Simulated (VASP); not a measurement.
The system is CoO.

```xyz
2
Lattice="0.0000 2.1315 2.1315 2.1315 0.0000 2.1315 2.1315 2.1315 0.0000" Properties=species:S:1:pos:R:3 pbc="T T T"
Co    0.0000    0.0000    0.0000
O     2.1315    2.1315    2.1315
```

* Program: VASP 6.6.1
* Task: relaxation of cell and atoms
* Functional: PBEsol
* Potentials or basis: VASP PAW PBE potentials, release 64 (Co, O)
* Cutoff: 600 eV
* k mesh: 11 × 11 × 11
* Occupations: fermi-dirac, width 0.05 eV
* Spin: collinear spin, ferromagnetic start
* Starting moments: [2.0, 0.0] μB

At the start: pressure -11.8 GPa; volume 9.68 Å³/atom.

Task: Where does the relaxation end?

Result: Over 4 steps the energy falls by 24.8 meV/atom and the volume is 9.03 Å³/atom (-6.7 %); space group Fm-3m (No. 225, to 0.05 Å); moment 2.75 μB per cell.

Step by step:
```
step  energy change (eV)  largest force (eV/Å)  pressure (GPa)  volume (Å³)
   1              0.0000                0.0000          -11.84        19.37
   2             -0.0404                0.0000            4.50        17.43
   3             -0.0496                0.0000            0.47        18.01
   4             -0.0496                0.0000           -0.01        18.06
```

Final structure:
```
Co O
1.0
     0.00000    2.08242    2.08242
     2.08242    0.00000    2.08242
     2.08242    2.08242    0.00000
Co O
1 1
Direct
  0.00000 0.00000 0.00000
  0.50000 0.50000 0.50000
```

Caveat: the PAW data sets were made with another functional, which shifts forces and pressure a little; a cell with one magnetic atom can't hold antiferromagnetic order, which such compounds often take.
